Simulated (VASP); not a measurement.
Wanted: the native input for a VASP 6.6.1 run.

- Task: relaxation of the atoms
- Functional: LDA
- Potentials or basis: VASP PAW LDA potentials, release 64 (Sr_sv, Ti_sv, O)
- Cutoff: 520 eV
- k mesh: 8 × 8 × 8
- Occupations: gaussian, width 0.02 eV
- Spin: no spin polarisation
- Dipole correction: no
- Further INCAR settings: ALGO = Normal; EDIFF = 1e-06; IBRION = 2; EDIFFG = -0.002; NSW = 60

The structure of SrTiO3 lies in POSCAR:

```
SrTiO3
1.0
    3.9075129701      0.0000000000      0.0000000000
    0.0000000000      3.9075129701      0.0000000000
    0.0000000000      0.0000000000      3.9075129701
Sr Ti O
1 1 3
Direct
    0.0000000000      0.0000000000      0.0000000000
    0.5000000000      0.5000000000      0.5000000000
    0.5000000000      0.0000000000      0.5000000000
    0.5000000000      0.5000000000      0.0000000000
    0.0000000000      0.5000000000      0.5000000000
```

This cell differs from its parent crystal: strained cell.

The input as run:

INCAR

```
PREC = Accurate ; ENCUT = 520
EDIFF = 1E-6 ; ISMEAR = 0
SIGMA = 0.02 ; LREAL = F
LASPH = T ; NELM = 80
ALGO = Normal ; ISIF = 2
LWAVE = F ; LCHARG = F
GGA = CA ; IBRION = 2
NSW = 60 ; EDIFFG = -0.002
```

KPOINTS

```
regular mesh
0
Gamma
  8 8 8
```

Potentials or basis: VASP PAW LDA potentials, release 64 (Sr_sv, Ti_sv, O).

Launch:

```sh
$ cat potpaw_LDA.64/Sr_sv/POTCAR potpaw_LDA.64/Ti_sv/POTCAR potpaw_LDA.64/O/POTCAR > POTCAR
$ mpirun -np 1 vasp_std > vasp.out
```

It gave:

```
Pressure after relaxing : -6.7 GPa
Band gap on the k mesh  : 1.75 eV (least direct gap 2.11 eV)
```

Caveat: the cell differs from its parent crystal (strained cell); the relaxation stopped at its first step, so nothing moved.

Wall time 25 s on 1 thread of AMD EPYC 9R45 96-Core Processor (Zen 5), with other jobs on the host, peak memory 0.16 GiB.
